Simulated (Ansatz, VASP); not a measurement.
**RbBr: VASP beside Ansatz**

```
CELL_PARAMETERS angstrom
0.00000 3.40450 3.40450
3.40450 0.00000 3.40450
3.40450 3.40450 0.00000
ATOMIC_POSITIONS crystal
Rb 0.00000 0.00000 0.00000
Br 0.50000 0.50000 0.50000
```

Change from the starting cell: volume scaled by 0.98.

Alike in both runs: task single point; functional PBEsol; k mesh 7 × 7 × 7; occupations fermi-dirac, width 0.03 eV; no spin polarisation.

|  | VASP | Ansatz |
| --- | --- | --- |
| version | VASP 6.6.1 | Ansatz 0.2.0 |
| potentials or method | VASP PAW PBE potentials, release 64 (Rb_sv, Br), cutoff 520 eV | all-electron LAPW, scalar-relativistic |

VASP gave:

* gap on the k mesh at the Fermi level (eV): 4.26
* pressure (GPa): 0.3

Question: What did Ansatz give for the same quantities?

Answer: gap on the k mesh at the Fermi level (eV): 4.26; pressure (GPa): 0.2.

VASP's potentials were made for PBE, not for PBEsol. Ansatz ran all-electron here, and VASP with PAW potentials.
